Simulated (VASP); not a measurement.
## Si: density of states with PBEsol

The system is Si.

```
CELL_PARAMETERS angstrom
2.69265 0.00000 0.00000
-1.34632 2.33190 0.00000
0.00000 0.00000 4.44534
ATOMIC_POSITIONS crystal
Si 0.33333 0.66667 0.25000
Si 0.66667 0.33333 0.75000
```

- Program: VASP 6.6.1
- Task: density of states
- Functional: PBEsol
- Potentials or basis: VASP PAW PBE potentials, release 64 (Si)
- Cutoff: 520 eV
- k mesh: 17 × 17 × 9
- Occupations: fermi-dirac, width 0.08 eV
- Spin: no spin polarisation
- Dipole correction: no
- k mesh for the DOS: 26 × 26 × 14
- Occupations for the DOS: tetrahedron
- Further INCAR settings: ALGO = Normal; EDIFF = 1e-06; NBANDS = 11

| Quantity | Value |
| --- | --- |
| Valence electrons inside the program's atomic spheres | Si 1.56 |

Levels at points of the mesh, in eV from the Fermi level:
| k point | band 1 | band 2 | band 3 | band 4 | band 5 | band 6 | band 7 | band 8 |
| --- | --- | --- | --- | --- | --- | --- | --- | --- |
| (0.00, 0.00, 0.00) | -14.80 | -7.88 | -7.25 | 8.57 | 8.57 | 9.94 | 9.94 | 11.45 |
| (0.50, 0.00, 0.00) | -8.53 | -7.90 | -1.69 | -1.65 | -1.25 | -0.10 | 3.42 | 5.64 |
| (0.00, 0.00, 0.50) | -12.97 | -12.97 | 1.10 | 1.10 | 9.98 | 9.98 | 9.98 | 9.98 |
| (0.50, 0.00, 0.50) | -6.75 | -6.75 | -6.13 | -6.13 | 5.01 | 5.01 | 6.06 | 6.06 |

Run time: 120 s on 1 thread of Intel(R) Xeon(R) Platinum 8259CL CPU @ 2.50GHz (Skylake/Cascade Lake), with other jobs on the host, peak memory 0.25 GiB.
